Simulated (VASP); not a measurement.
## CsTl (NaTl type): electric field gradients with PBEsol

Crystal: CsTl (NaTl type).

```xyz
4
Lattice="0.0000 4.2560 4.2560 4.2560 0.0000 4.2560 4.2560 4.2560 0.0000" Properties=species:S:1:pos:R:3 pbc="T T T"
Cs    1.0640    1.0640    1.0640
Cs   -1.0640   -1.0640   -1.0640
Tl    3.1920    3.1920    3.1920
Tl   -3.1920   -3.1920   -3.1920
```

* Program: VASP 6.6.1
* Task: electric field gradients
* Functional: PBEsol
* Potentials or basis: VASP PAW PBE potentials, release 64 (Cs_sv, Tl_d)
* Cutoff: 520 eV
* k mesh: 6 × 6 × 6
* Occupations: fermi-dirac, width 0.05 eV
* Spin: no spin polarisation
* Dipole correction: no
* Further INCAR settings: ALGO = Normal; EDIFF = 1e-08; NBANDS = 30

```json
{"Pressure": "0.0 GPa", "Band gap on the k mesh": "zero (band 22 reaches 3.94 eV, above the bottom of band 23 at 3.72 eV)"}
```

Levels at points of the mesh, in eV from the Fermi level:
| k point | band 18 | band 19 | band 20 | band 21 | band 22 | band 23 | band 24 | band 25 | band 26 | band 27 |
| --- | --- | --- | --- | --- | --- | --- | --- | --- | --- | --- |
| (0.00, 0.00, 0.00) | -9.25 | -7.25 | -4.10 | 0.02 | 0.02 | 0.02 | 1.67 | 1.67 | 1.67 | 1.81 |
| (0.50, 0.00, 0.00) | -9.13 | -6.10 | -5.30 | -0.61 | -0.61 | -0.17 | 1.68 | 1.68 | 3.00 | 4.50 |
| (0.50, 0.50, 0.00) | -8.96 | -5.74 | -5.74 | -0.12 | -0.12 | 0.99 | 0.99 | 3.20 | 3.20 | 3.51 |

Wall time 88 s on 1 thread of AMD EPYC 7R43 64-Core Processor (Zen 3) (shared host), peak memory 0.3 GiB.

Caveat: without QUAD_EFG the Cq values of the log hold for a quadrupole moment of 1 mb, not for the nuclei; the PAW data sets were made with another functional, which shifts forces and pressure a little; spin-orbit coupling is left out, which moves the levels of the heavy elements.
